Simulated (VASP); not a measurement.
Here is a VASP 6.6.1 calculation.

File INCAR:

```
  ALGO = Normal
  EDIFF = 1E-6
  ENCUT = 520
  GGA = PS
  ISIF = 2
  ISMEAR = -1
  LASPH = True
  LCHARG = False
  LREAL = False
  LWAVE = False
  NBANDS = 18
  NELM = 100
  PREC = Accurate
  SIGMA = 0.05
```

File KPOINTS:

```
k-points
0
Gamma
  15 15 8
```

File POSCAR:

```
Au
1.0
    2.7522641925      0.0000000000      0.0000000000
   -1.3761320963      2.3835307086      0.0000000000
    0.0000000000      0.0000000000      4.5706083685
Au
2
Direct
    0.3333333333      0.6666666667      0.2500000000
    0.6666666667      0.3333333333      0.7500000000
```

Potentials or basis: VASP PAW PBE potentials, release 64 (Au).

Command:

```bash
$ cat potpaw_PBE.64/Au/POTCAR > POTCAR
$ mpirun -np 1 vasp_std > vasp.out
```

(1) Predict the band gap on the k mesh.

(2) Predict the pressure.

## Answers

(1) zero (band 11 reaches 16.48 eV, above the bottom of band 12 at 8.67 eV).

(2) 31.4 GPa.

Caveat: the PAW data sets were made with another functional, which shifts forces and pressure a little; spin-orbit coupling is left out, which moves the levels of the heavy elements.
